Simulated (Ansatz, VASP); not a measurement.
**Ga2AsN: VASP beside Ansatz**

INCAR

```
SYSTEM = Ga2AsN
PREC     = Accurate       ! precision mode
ENCUT    = 520            ! plane-wave cutoff, eV
EDIFF    = 1E-6           ! SCF threshold, eV
ISMEAR   = 1              ! smearing method
SIGMA    = 0.2            ! smearing width, eV
LREAL    = .False.        ! projectors in reciprocal space
LASPH    = .True.         ! aspherical terms in the spheres
NELM     = 60             ! most SCF steps
ALGO     = Normal         ! electronic algorithm
ISIF     = 2              ! what is computed and relaxed
LWAVE    = .False.        ! write WAVECAR
LCHARG   = .True.         ! write CHGCAR
GGA      = PE             ! functional
LELF     = .True.         ! ELF
LVHAR    = .True.       
NBANDS   = 26             ! bands
```

File KPOINTS:

```
Automatic mesh
0
Gamma
  6 6 6
  0 0 0
```

The input POSCAR:

```
Ga2AsN
1.0
    1.6465440788      0.9506326671      5.9542264271
   -1.6465440788      0.9506326671      5.9542264271
    0.0000000000     -1.9012653343      5.9542264271
N As Ga
1 1 2
Direct
    1.0000000000      0.0000000000      0.0000000000
    0.5000000000      0.5000000000      0.5000000000
    0.2673231063      0.2673231063      0.2673231063
    0.7326768937      0.7326768937      0.7326768937
```

Input for Ansatz:

```yaml
crystal:
  lattice:
    - [1.6465440788, 0.9506326671, 5.9542264271]
    - [-1.6465440788, 0.9506326671, 5.9542264271]
    - [0.0, -1.9012653343, 5.9542264271]
  atoms:
    - { symbol: "N", position: [1.0, 0.0, 0.0] }
    - { symbol: As, position: [0.5, 0.5, 0.5] }
    - { symbol: Ga, position: [0.2673231063, 0.2673231063, 0.2673231063] }
    - { symbol: Ga, position: [0.7326768937, 0.7326768937, 0.7326768937] }
kpoints:
  mp_grid: { grid: [6, 6, 6] }
hamiltonian:
  xc: pbe
scf:
  occupations: { method: methfessel_paxton, width: 0.2 }
  n_extra_bands: 5
output:
  forces: true
  stress: true
  eigenvalues: true
```

Alike in both runs: task single point; functional PBE; k mesh 6 × 6 × 6; occupations methfessel-paxton of order 1, width 0.2 eV; no spin polarisation.

```csv
,VASP,Ansatz
version,VASP 6.6.1,Ansatz 0.2.0
potentials or method,"VASP PAW PBE potentials, release 64 (N, As, Ga_d)",plane waves
plane-wave cutoff (eV),520,420
valence electrons in the cell,36,46
```

Ansatz gave:

| Quantity | Value |
| --- | --- |
| pressure (GPa) | 4.4 |
| traceless stress, the component that is largest in VASP (GPa) | 2.59 |
| rms of the force components (eV/Å) | 0.071 |

Problem. What did VASP give for the same quantities?

Solution. Pressure (GPa): 4.7; traceless stress, the component that is largest in VASP (GPa): 2.65; rms of the force components (eV/Å): 0.069.

Atom by atom the forces differ by 0.002 eV/Å (rms over components). VASP's potentials hold 36 valence electrons a cell and Ansatz's 46, so a difference there can come from the potentials and not from the codes.

The k mesh is coarse, so the values compare programs but aren't converged.
